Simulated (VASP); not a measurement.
SiC, 2 atoms in the cell. The structure is trigonal, space group R3m (No. 160). The conventional cell has a = 2.893 Å, b = 2.893 Å, c = 8.504 Å, α = 90.00°, β = 90.00°, γ = 120.00°. Si (site symmetry 3m) has 4 C at 1.81 to 2.13 Å within 2.4 Å. C (site symmetry 3m) has 4 Si at 1.81 to 2.13 Å within 2.4 Å.  This cell differs from its parent crystal: ratio of the length along [111] to the lengths across it x 1.2, volume and fractional coordinates fixed.

- Program: VASP 6.6.1
- Task: single point
- Functional: PBE
- Potentials or basis: VASP PAW PBE potentials, release 64 (Si, C)
- Cutoff: 520 eV
- k mesh: 12 × 12 × 12
- Occupations: gaussian, width 0.05 eV
- Spin: no spin polarisation
- Dipole correction: no
- Further INCAR settings: ALGO = Normal; EDIFF = 1e-06; NBANDS = 11

Potentials or basis: VASP PAW PBE potentials, release 64 (Si, C).

The run is started by

```console
$ cat potpaw_PBE.64/Si/POTCAR potpaw_PBE.64/C/POTCAR > POTCAR
$ mpirun -np 1 vasp_std > vasp.out
```

Hardware: 1 thread of Intel(R) Xeon(R) Platinum 8488C (Sapphire Rapids), on a shared host.

**Question.** Estimate the wall time of this run.

**Answer.** It took 18 s on 1 thread of Intel(R) Xeon(R) Platinum 8488C (Sapphire Rapids) (shared host), peak memory 0.16 GiB. Counts: scf iterations 13, k points 189.
